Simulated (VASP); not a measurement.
# Ga (Cmcm) in VASP: a series of runs

Ga is run at these levels: LDA; tasks: single point.

Everything below comes from runs of VASP 6.6.1. Logs are shortened: lines on timing, memory, paths and dates and some standing lists are left out, and cuts for length are marked.

## 1. The cell of the first run

The structure is orthorhombic, space group Cmcm (No. 63). The conventional cell has a = 2.861 Å, b = 8.020 Å, c = 3.127 Å, α = 90.00°, β = 90.00°, γ = 90.00°. Ga (site symmetry m2m) has 10 Ga at 2.64 to 3.13 Å within 3.5 Å.

## 2. Single point, LDA (17.94 Å³/atom)

Contents of INCAR:

```
SYSTEM = Ga
ALGO     = Normal         ! electronic algorithm
EDIFF    = 1E-7           ! SCF threshold, eV
ENCUT    = 520            ! plane-wave cutoff, eV
GGA      = CA             ! functional
ISIF     = 2              ! what is computed and relaxed
ISMEAR   = -1             ! smearing method
LASPH    = .True.         ! aspherical terms in the spheres
LCHARG   = .False.        ! write CHGCAR
LREAL    = .False.        ! projectors in reciprocal space
LWAVE    = .False.        ! write WAVECAR
NBANDS   = 20             ! bands
NELM     = 60             ! most SCF steps
PREC     = Accurate       ! precision mode
SIGMA    = 0.08           ! smearing width, eV
```

Contents of KPOINTS:

```
k-points
0
Gamma
  12 12 10
  0 0 0
```

Contents of POSCAR:

```
Ga
1.0
    1.4304030031     -4.0100608329      0.0000000000
    1.4304030031      4.0100608329      0.0000000000
    0.0000000000      0.0000000000      3.1271569102
Ga
2
Direct
    0.8670000000      0.1330000000      0.2500000000
    0.1330000000      0.8670000000      0.7500000000
```

Potentials or basis: VASP PAW LDA potentials, release 64 (Ga_d).

The run is started by

```console
cat potpaw_LDA.64/Ga_d/POTCAR > POTCAR
mpirun -np 1 vasp_std > vasp.out
```

OUTCAR:

```text
SYSTEM = Ga
   EDIFF = 1E-7
   ENCUT = 520
   GGA = CA
   ISIF = 2
   ISMEAR = -1
   LASPH = .True.
   LREAL = .False.
   NELM = 60
   PREC = Accurate

 ion  position               nearest neighbor table
   1  0.867  0.133  0.250-   2 2.64   2 2.64   2 2.83   2 2.83   2 2.83   2 2.83
   2  0.133  0.867  0.750-   1 2.64   1 2.64   1 2.83   1 2.83   1 2.83   1 2.83

  LATTYP: Found a base centered orthorhombic cell.
 ALAT       =     2.8608060062
 B/A-ratio  =     2.8034482759
 C/A-ratio  =     1.0931034483

  Lattice vectors:

 A1 = (   1.4304030031,  -4.0100608329,   0.0000000000)
 A2 = (   1.4304030031,   4.0100608329,   0.0000000000)
 A3 = (   0.0000000000,   0.0000000000,   3.1271569102)

Analysis of symmetry for initial positions (statically):
=====================================================================
 Subroutine PRICEL returns:
 Original cell was already a primitive cell.

 Routine SETGRP: Setting up the symmetry group for a
 base centered orthorhombic supercell.

 Subroutine GETGRP returns: Found  8 space group operations
 (whereof  4 operations were pure point group operations)
 out of a pool of  8 trial point group operations.

The static configuration has the point symmetry C_2h.
 The point group associated with its full space group is D_2h.

Analysis of symmetry for dynamics (positions and initial velocities):
=====================================================================
 Subroutine PRICEL returns:
 Original cell was already a primitive cell.

 Routine SETGRP: Setting up the symmetry group for a
 base centered orthorhombic supercell.

 Subroutine GETGRP returns: Found  8 space group operations
 (whereof  4 operations were pure point group operations)
 out of a pool of  8 trial point group operations.

The dynamic configuration has the point symmetry C_2h.
 The point group associated with its full space group is D_2h.

 Subroutine INISYM returns: Found  8 space group operations
 (whereof  4 operations are pure point group operations),
 and found     1 'primitive' translations

----------------------------------------------------------------------------------------

                                     Primitive cell

  volume of cell :      35.8748

  direct lattice vectors                    reciprocal lattice vectors
[... 79 lines left out ...]
   ISTART =      0    job   : 0-new  1-cont  2-samecut
   ICHARG =      2    charge: 1-file 2-atom 10-const
   ISPIN  =      1    spin polarized calculation?
   LNONCOLLINEAR =      F non collinear calculations
   LSORBIT =      F    spin-orbit coupling
   LASPH  =      T    aspherical Exc in radial PAW
   ENCUT  =  520.0 eV  38.22 Ry    6.18 a.u.   7.92  7.92  5.81*2*pi/ulx,y,z
   NELM   =     60;   NELMIN=  2; NELMDL= -5     # of ELM steps
   EDIFF  = 0.1E-06   stopping-criterion for ELM
   LREAL  =      F    real-space projection
   EDIFFG = 0.1E-05   stopping-criterion for IOM
   NSW    =      0    number of steps for IOM
   IBRION =     -1    ionic relax: 0-MD 1-quasi-New 2-CG
   NFREE  =      0    steps in history (QN), initial steepest desc. (CG)
   ISIF   =      2    stress and relaxation
   ISYM   =      2    0-nonsym 1-usesym 2-fastsym
   POTIM  = 0.5000    time-step for ionic-motion
   TEBEG  =    0.0;   TEEND  =   0.0 temperature during run
   PSTRESS=    0.0 pullay stress
   NELECT =      26.0000    total number of electrons
   NUPDOWN=      -1.0000    fix difference up-down
   EMIN   =  10.00;   EMAX   =-10.00  energy-range for DOS
   EFERMI =   0.00;   METHOD = LEGACY
   ISMEAR =    -1;   SIGMA  =   0.08  broadening in eV -4-tet -1-fermi 0-gaus
   EFERMI_NEDOS =   21; number of points for ismear=-14 and -15
   IALGO  =     38    algorithm
   IMIX   =      4    mixing-type and parameters
     AMIX     =   0.40;   BMIX     =  1.00
     AMIX_MAG =   1.60;   BMIX_MAG =  1.00
  volume/ion in A,a.u.               =      17.94       121.05
  Fermi-wavevector in a.u.,A,eV,Ry     =   1.470515  2.778871 29.421453  2.162416
  Thomas-Fermi vector in A             =   2.585763
   LORBIT       =      0    0 simple, 1 ext, 2 COOP (PROOUT), +10 PAW based schemes
   GGA     = CA    functional components
   LHFCALC =     F    Hartree Fock is set to
   AEXX    =    0.0000 exact exchange contribution
   IVDW    =     0    specifies the selected vdW correction
   LEPSILON=     F    determine dielectric tensor
   LRPA    =     F    only Hartree local field effects (RPA)
 non-spin polarized calculation
  energy-cutoff  :      520.00
  volume of cell :       35.87
 maximum number of plane-waves:       988
   NGX = 15   NGY = 15   NGZ = 11

 number of electron      25.9999984 magnetization

 Free energy of the ion-electron system (eV)
  ---------------------------------------------------
  ext. energy  EPLUGINS =         0.00000000
  ---------------------------------------------------
  free energy    TOTEN  =        -7.13468567 eV

  energy without entropy =       -7.11822588  energy(sigma->0) =       -7.12645577

 E-fermi :   5.8111     XC(G=0): -11.5414

 val. band max:        5.8050134944   @ k =   0.3333   0.0833   0.1000
 cond. band min:       5.8220259395   @ k =   0.3333   0.2500   0.4000
 fundamental gap:      0.0170124452
 Fermi energy:         5.8110703058

 k-point     1 :       0.0000    0.0000    0.0000
  band No.  band energies     occupation
      1      -9.5596      2.00000
      2      -9.5303      2.00000
      3      -9.4533      2.00000
      4      -9.4410      2.00000
      5      -9.2278      2.00000
      6      -9.2088      2.00000
[... 541 lines left out ...]
     19      16.8271      0.00000
     20      18.7923      0.00000

 [... further k-points ...]

------------------------ aborting loop because EDIFF is reached ----------------------------------------

  FORCE on cell =-STRESS in cart. coord.  units (eV):
  Direction    XX          YY          ZZ          XY          YZ          ZX
  --------------------------------------------------------------------------------------
  -------------------------------------------------------------------------------------
  Total       -0.9108448     -0.1789044     -0.0315598      0.0000000      0.0000000      0.0000000
  in kB      -40.6785915     -7.9899215     -1.4094697      0.0000000      0.0000000      0.0000000
  external PRESSURE =     -16.6926609 kB  Pullay stress =       0.0000000 kB

 VOLUME and BASIS-vectors are now :
 -----------------------------------------------------------------------------
  energy-cutoff  :      520.00
  volume of cell :       35.87
      direct lattice vectors                 reciprocal lattice vectors
     1.430403003 -4.010060833  0.000000000     0.349551839 -0.124686388  0.000000000
     1.430403003  4.010060833  0.000000000     0.349551839  0.124686388  0.000000000
     0.000000000  0.000000000  3.127156910     0.000000000  0.000000000  0.319779285

 POSITION                                       TOTAL-FORCE (eV/Angst)
 -----------------------------------------------------------------------------------
      1.43040     -2.94338      0.78179         0.000000      0.202909     -0.000000
      1.43040      2.94338      2.34537         0.000000     -0.202909      0.000000
 -----------------------------------------------------------------------------------
    total drift:                                0.000000      0.000000     -0.000000

  FREE ENERGIE OF THE ION-ELECTRON SYSTEM (eV)
  ---------------------------------------------------
  free  energy   TOTEN  =        -7.1346856690 eV

  energy  without entropy=       -7.1182258781  energy(sigma->0) =       -7.12645577
```

OSZICAR:

```text
N       E                     dE             d eps       ncg     rms          rms(c)
DAV:   1     0.130554104285E+03    0.13055E+03   -0.13257E+04 10948   0.249E+03
DAV:   2     0.410751769448E+01   -0.12645E+03   -0.12326E+03 10704   0.385E+02
DAV:   3    -0.704792560422E+01   -0.11155E+02   -0.11099E+02 11612   0.944E+01
DAV:   4    -0.721548091992E+01   -0.16756E+00   -0.16747E+00 11880   0.127E+01
DAV:   5    -0.721827852538E+01   -0.27976E-02   -0.27975E-02 11720   0.161E+00    0.148E+00
DAV:   6    -0.715215635221E+01    0.66122E-01   -0.10864E-01 14112   0.555E+00    0.729E-01
DAV:   7    -0.713642343483E+01    0.15733E-01   -0.18608E-02 14880   0.184E+00    0.198E-01
DAV:   8    -0.713467912700E+01    0.17443E-02   -0.25811E-03 11540   0.705E-01    0.168E-02
DAV:   9    -0.713468609490E+01   -0.69679E-05   -0.90501E-05 11908   0.101E-01    0.630E-03
DAV:  10    -0.713468568313E+01    0.41178E-06   -0.59518E-06 11952   0.309E-02    0.142E-03
DAV:  11    -0.713468566898E+01    0.14143E-07   -0.45103E-07 11308   0.849E-03
   1 F= -.71346857E+01 E0= -.71264558E+01  d E =-.164598E-01
```

Wall time 44 s (1 thread of Intel Xeon 6975P-C (Granite Rapids), shared host); peak memory 0.26 GiB.

What came out:

```
Free energy            : -7.1347 eV
Pressure               : -1.7 GPa
Largest force          : 0.203 eV/Å
Band gap on the k mesh : zero (bands 13 and 14 overlap by 9.63 eV)
```

Forces in eV/Å, atoms in the order of the input:
```
Ga   0.000  0.203  0.000
Ga   0.000 -0.203  0.000
```

## 3. Single point, LDA (18.50 Å³/atom)

This run uses another cell than the first one, of 18.50 Å³/atom.

Contents of INCAR:

```
SYSTEM = Ga
PREC = Accurate ; ENCUT = 520
EDIFF = 1E-6 ; ISMEAR = -1
SIGMA = 0.08 ; LREAL = .FALSE.
LASPH = .TRUE. ; NELM = 100
ALGO = Normal ; ISIF = 2
LWAVE = .FALSE. ; LCHARG = .FALSE.
NBANDS = 20
```

Contents of KPOINTS:

```
regular mesh
0
G
  12 12 10
  0 0 0
```

Contents of POSCAR:

```
Ga
1.0
    1.4451504654     -4.0514045807      0.0000000000
    1.4451504654      4.0514045807      0.0000000000
    0.0000000000      0.0000000000      3.1593979141
Ga
2
Direct
    0.8670000000      0.1330000000      0.2500000000
    0.1330000000      0.8670000000      0.7500000000
```

Potentials or basis: VASP PAW LDA potentials, release 64 (Ga_d).

The run is started by

```console
cat potpaw_LDA.64/Ga_d/POTCAR > POTCAR
mpirun -np 1 vasp_std > vasp.out
```

It took 40 s on 1 thread of Intel Xeon 6975P-C (Granite Rapids), shared host; peak memory 0.26 GiB.

It converged, with:

```yaml
Free_energy: -7.1171 eV
Pressure: -3.3 GPa
Largest_force: 0.186 eV/Å
Band_gap_on_the_k_mesh: zero (bands 13 and 14 overlap by 9.37 eV)
```

Forces on the atoms (eV/Å):
```
Ga   0.000  0.186  0.000
Ga   0.000 -0.186  0.000
```

Stress tensor (GPa, compression positive):
```
-5.48  0.00  0.00
 0.00 -2.51  0.00
 0.00  0.00 -2.05
```

Levels at points of the mesh, in eV from the Fermi level:
```csv
k point,band 10,band 11,band 12,band 13,band 14,band 15,band 16,band 17
"(0.00, 0.00, 0.00)",-14.77,-11.33,-2.29,-1.64,2.86,6.69,7.81,8.75
"(0.50, 0.00, 0.00)",-14.83,-6.78,-5.46,-1.78,-0.46,6.46,6.68,8.94
"(0.50, 0.50, 0.00)",-14.84,-9.29,-8.66,5.11,5.76,5.84,7.08,7.19
"(0.00, 0.00, 0.50)",-14.85,-7.48,-7.48,1.86,1.86,2.49,2.49,10.30
"(0.50, 0.00, 0.50)",-14.82,-3.11,-3.11,-1.62,-1.62,1.84,1.84,4.28
"(0.50, 0.50, 0.50)",-14.91,-5.66,-5.66,-4.27,-4.27,9.57,9.57,11.40
```

Caveat: the cell stands under tension.

(Part 1 of 3 ends here.)

The gap in the log of VASP goes by the Fermi energy; the results here count the filled bands.